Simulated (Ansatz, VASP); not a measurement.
PbI2 in VASP and in Ansatz

File INCAR:

```
ALGO = Normal
EDIFF = 1E-6
ENCUT = 500
GGA = PS
GGA_COMPAT = F
ISIF = 2
ISMEAR = 0
LASPH = T
LCHARG = F
LREAL = F
LWAVE = F
NBANDS = 21
NELM = 120
PREC = Accurate
SIGMA = 0.01
```

Contents of KPOINTS:

```
k-points
0
Gamma
  6 6 4
```

File POSCAR:

```
PbI2
1.0
    4.5640816926      0.0000000000      0.0000000000
   -2.2820408463      3.9526106907      0.0000000000
    0.0000000000      0.0000000000      7.0475121411
Pb I
1 2
Direct
    0.0000000000      0.0000000000      0.0000000000
    0.3333333333      0.6666666667      0.2667068022
    0.6666666667      0.3333333333      0.7332931978
```

Input for Ansatz:

```yaml
crystal:
  lattice:
    - [4.5640816926, 0.0, 0.0]
    - [-2.2820408463, 3.9526106907, 0.0]
    - [0.0, 0.0, 7.0475121411]
  atoms:
    - { symbol: Pb, position: [0.0, 0.0, 0.0] }
    - { symbol: I, position: [0.3333333333, 0.6666666667, 0.2667068022] }
    - { symbol: I, position: [0.6666666667, 0.3333333333, 0.7332931978] }
kpoints:
  mp_grid: { grid: [6, 6, 4] }
hamiltonian:
  xc: pbesol
scf:
  occupations: { method: fixed }
  n_extra_bands: 4
output:
  forces: true
  stress: true
  eigenvalues: true
accuracy: low
```

Alike in both runs: task single point; functional PBEsol; k mesh 6 × 6 × 4; no spin polarisation.

|  | VASP | Ansatz |
| --- | --- | --- |
| version | VASP 6.6.1 | Ansatz 0.2.0 |
| potentials or method | VASP PAW PBE potentials, release 64 (Pb_d, I) | plane waves |
| plane-wave cutoff (eV) | 500 | 420 |
| occupations | gaussian, width 0.01 eV | fixed |
| valence electrons in the cell | 28 | 48 |

```tsv
	VASP	Ansatz	Ansatz less VASP
gap on the k mesh at the Fermi level (eV)	2.13	2.13	+0.002
pressure (GPa)	-0.5	-0.5	0.00
rms of the force components (eV/Å)	0.052	0.053	+0.0009
```

VASP's potentials were made for PBE, not for PBEsol. Atom by atom the forces differ by 0.001 eV/Å (rms over components). VASP's potentials hold 28 valence electrons a cell and Ansatz's 48, so a difference there can come from the potentials and not from the codes.

Neither program's run includes spin-orbit coupling.
